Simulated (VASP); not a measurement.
The system is CoH3.

```
Co H
1.0
     4.26881    0.00000    0.00000
    -2.13441    3.69690    0.00000
     0.00000    0.00000    4.38966
Co H
2 6
Direct
  0.00000 0.00000 0.09949
  0.00000 0.00000 0.59949
  0.63370 0.00000 0.85462
  0.00000 0.63370 0.85462
  0.36630 0.36630 0.85462
  0.36630 0.00000 0.35462
  0.00000 0.36630 0.35462
  0.63370 0.63370 0.35462
```

The cell was built from a structure type or drawn by symmetry, and may not be a known phase.

| Property | Result |
| --- | --- |
| Program | VASP 6.6.1 |
| Task | relaxation of cell and atoms |
| Functional | PBE |
| Potentials or basis | VASP PAW PBE potentials, release 64 (Co, H) |
| Cutoff | 600 eV |
| k mesh | 3 × 3 × 3 |
| Occupations | gaussian, width 0.15 eV |
| Spin | collinear spin, ferromagnetic start |
| Starting moments | [3.0, 3.0, 0.0, 0.0, 0.0, 0.0, 0.0, 0.0] μB |

At the start: pressure -15.4 GPa; volume 8.66 Å³/atom.

Question: How do energy, volume and symmetry change on relaxing?

Answer: Over 26 steps the energy falls by 354.3 meV/atom and the volume is 12.46 Å³/atom (+43.9 %); space group P6_3/mcm (No. 193, to 0.1 Å) before and after; moment 1.33 μB per cell.

Step by step:
```
step  energy change (eV)  largest force (eV/Å)  pressure (GPa)  volume (Å³)
   1              0.0000                1.8777          -15.38        69.27
   2             -1.6344                1.4249           -9.55        61.23
   3             -1.2003                1.9233           41.29        46.18
   4             -2.3036                0.6312            1.49        55.13
   5             -2.3605                0.1699            8.27        52.88
   6             -2.3628                0.2447            7.12        53.23
   7             -2.5274                0.1967            1.23        55.06
   8             -2.5320                0.1874            0.23        55.44
   9             -2.5486                0.0887            1.26        55.75
  10             -2.5596                0.0798            2.93        56.23
  11             -2.5708                0.0683            2.41        56.93
  12             -2.5993                0.0544            1.24        59.05
  13             -2.6423                0.2804           -0.58        63.44
  14             -2.6317                0.6897           -2.89        72.77
  15             -2.6541                0.5089           -1.87        67.90
  16             -2.6619                0.5200           -1.85        68.45
  17             -2.6833                0.5470           -1.80        70.11
  18             -2.7191                0.5862           -1.64        73.49
  19             -2.7665                0.6517           -0.93        80.44
  20             -2.7743                0.8134            1.12        95.08
  21             -2.8219                0.3598           -0.04       100.44
  22             -2.8263                0.1844           -0.44       102.76
  23             -2.8263                0.1956           -0.40       102.60
  24             -2.8300                0.1351           -0.08       101.62
  25             -2.8319                0.0940            0.40       100.21
  26             -2.8347                0.0587            0.08        99.72
```

Final structure:
```
Co H
1.0
     5.09130    0.00000    0.00000
    -2.54565    4.40919    0.00000
     0.00000    0.00000    4.44210
Co H
2 6
Direct
  0.00000 0.00000 0.10248
  0.00000 0.00000 0.60248
  0.76892 0.00000 0.85362
  0.00000 0.76892 0.85362
  0.23108 0.23108 0.85362
  0.23108 0.00000 0.35362
  0.00000 0.23108 0.35362
  0.76892 0.76892 0.35362
```

Caveat: the k points lie up to 0.48 Å⁻¹ apart in the final cell; the volume moved by over 15 % at a fixed basis, so the end points are rough; the relaxation stopped at a loose force limit of 0.08 eV/Å, so its end isn't a converged minimum.
